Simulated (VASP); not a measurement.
Runs of VASP 6.6.1 on GaBAs2. The structure is that of space group P-4m2 (No. 115), or close to it. The cells are those of the table. 

```tsv
task	spin	cell	k mesh	cutoff (eV)	gap on the mesh (eV)	pressure (GPa)	largest force (eV/Å)
relaxation of cell and atoms	off	relaxed from a = 3.588, b = 3.588, c = 5.074 Å, 4 atoms	6 × 6 × 4	600	(a)	0.0	-
single point	off	a = 3.662, b = 3.662, c = 5.355 Å, 4 atoms	8 × 8 × 6	520	0.50	2.8	0.21
single point	off	a = 3.691, b = 3.691, c = 5.410 Å, 4 atoms	6 × 6 × 4	520	(b)	0.3	0.01
single point	non-collinear, zero start, SOC	a = 3.662, b = 3.662, c = 5.355 Å, 4 atoms	8 × 8 × 6	520	-	2.8	0.21
```

Alike in all rows: level PBE; potentials or basis VASP PAW PBE potentials, release 64 (B, As, Ga_d); smearing fermi-dirac 0.02 eV.

Estimate the missing entries.

(a) 0.44; (b) 0.43.

A k mesh can miss the band edges, and rows without SOC leave out spin-orbit coupling on As, Ga.
